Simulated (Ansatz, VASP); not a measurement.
# Sc2GaP3: VASP beside Ansatz

```
Sc Ga P
1.0
     3.72508    0.00000    0.00000
     0.00000    3.72508    0.00000
     0.00000    0.00000    8.21788
Sc Ga P
2 1 3
Direct
  0.50000 0.00000 0.73919
  0.00000 0.50000 0.26081
  0.50000 0.50000 0.00000
  0.50000 0.00000 0.38377
  0.00000 0.50000 0.61623
  0.00000 0.00000 0.00000
```

Change from the starting cell: species swapped into the Zr2Sb3Pd type (P-4m2, No. 115).

Alike in both runs: task relaxation of cell and atoms; functional PBE; k mesh 6 × 6 × 2; occupations gaussian, width 0.1 eV; no spin polarisation.

|  | VASP | Ansatz |
| --- | --- | --- |
| version | VASP 6.6.1 | Ansatz 0.2.0 |
| potentials or method | VASP PAW PBE potentials, release 64 (Sc_sv, Ga_d, P), cutoff 600 eV | scalar-relativistic, plane waves, PAW |
| valence electrons in the cell | 50 | 50 |

Ansatz gave:

| Property | Result |
| --- | --- |
| gap on the k mesh at the Fermi level, each at its own relaxed structure (eV) | none |
| relaxed volume (Å³/atom) | 17.50 |
| relaxed cell length with the largest relative difference (Å) | 7.623 |

**Question.** What did VASP give for the same quantities?

**Answer.** gap on the k mesh at the Fermi level, each at its own relaxed structure (eV): none; relaxed volume (Å³/atom): 17.59; relaxed cell length with the largest relative difference (Å): 7.672.

A gap of «none» marks a metal or a gap that the smearing closes.

The k mesh is coarse, so the values compare programs but aren't converged.
